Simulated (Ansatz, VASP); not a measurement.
# Al: VASP beside Ansatz

```
CELL_PARAMETERS angstrom
0.00000 1.99868 2.02398
2.04928 0.00000 2.02398
2.04928 1.99868 0.00000
ATOMIC_POSITIONS crystal
Al 0.00000 0.00000 0.00000
```

Change from the starting cell: strain +0.0125 x Voigt [1, -1, 0, 0, 0, 0], atoms carried along.

Alike in both runs: task single point; functional PBE; k mesh 20 × 20 × 20; occupations gaussian, width 0.15 eV; no spin polarisation.

```csv
,VASP,Ansatz
version,VASP 6.6.1,Ansatz 0.2.0
potentials or method,"VASP PAW PBE potentials, release 64 (Al), cutoff 520 eV","scalar-relativistic, plane waves, PAW"
valence electrons in the cell,3,3
```

```tsv
	VASP	Ansatz	Ansatz less VASP
gap on the k mesh at the Fermi level (eV)	none	none	-
pressure (GPa)	-0.4	-0.4	+0.04
traceless stress, the component that is largest in VASP (GPa)	-0.51	-0.52	-0.005
```

A gap of «none» marks a metal or a gap that the smearing closes. The functional is the same, so the differences come from potentials, cutoffs and numerics.
